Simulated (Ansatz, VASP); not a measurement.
**Na3Sb2: VASP beside Ansatz**

```
CELL_PARAMETERS angstrom
4.35830 4.46326 0.00000
4.35830 -4.46326 0.00000
2.30207 0.00000 -8.46718
ATOMIC_POSITIONS crystal
Sb 0.87770 0.31344 0.83960
Sb 0.68656 0.12230 0.66040
Sb 0.12230 0.68656 0.16040
Sb 0.31344 0.87770 0.33960
Na 0.75921 0.66429 0.51484
Na 0.33571 0.24079 0.98516
Na 0.24079 0.33571 0.48516
Na 0.66429 0.75921 0.01484
Na 0.16063 0.83937 0.75000
Na 0.83937 0.16063 0.25000
```

Alike in both runs: task single point; functional PBE; k mesh 3 × 3 × 2; no spin polarisation.

|  | VASP | Ansatz |
| --- | --- | --- |
| version | VASP 6.6.1 | Ansatz 0.2.0 |
| potentials or method | VASP PAW PBE potentials, release 64 (Sb, Na_pv), cutoff 520 eV | PAW plane waves |
| occupations | fermi-dirac, width 0.1 eV | fermi-dirac |
| valence electrons in the cell | 62 | 114 |

```tsv
	VASP	Ansatz	Ansatz less VASP
gap on the k mesh at the Fermi level (eV)	none	none	-
pressure (GPa)	0.2	0.1	-0.11
traceless stress, the component that is largest in VASP (GPa)	-2.96	-2.84	+0.121
rms of the force components (eV/Å)	1.054	1.015	-0.0390
```

Atom by atom the forces differ by 0.039 eV/Å (rms over components). A gap of «none» marks a metal or a gap that the smearing closes. VASP's potentials hold 62 valence electrons a cell and Ansatz's 114, so a difference there can come from the potentials and not from the codes.

The k mesh is coarse, so the values compare programs but aren't converged. Spin-orbit coupling is off throughout.
